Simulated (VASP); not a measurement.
Runs of VASP 6.6.1 on ZnS. The structure is that of space group F-43m (No. 216), or close to it. The cells are those of the table. 

```tsv
cell	gap on the mesh (eV)	pressure (GPa)
a = 3.871 Å, angles 60.0°, 2 atoms	1.94	(a)
a = 3.770 Å, angles 60.0°, 2 atoms	2.29	5.2
a = 3.716 Å, angles 60.0°, 2 atoms	2.49	9.5
a = 3.921 Å, angles 60.0°, 2 atoms	1.78	(b)
```

Alike in all rows: task single point; level PBE; potentials or basis VASP PAW PBE potentials, release 64 (Zn, S); no spin polarisation; k mesh 6 × 6 × 6; cutoff (eV) 520; smearing gaussian 0.01 eV.

Question: Estimate the missing entries.

Answer: (a) -1.0; (b) -3.3.

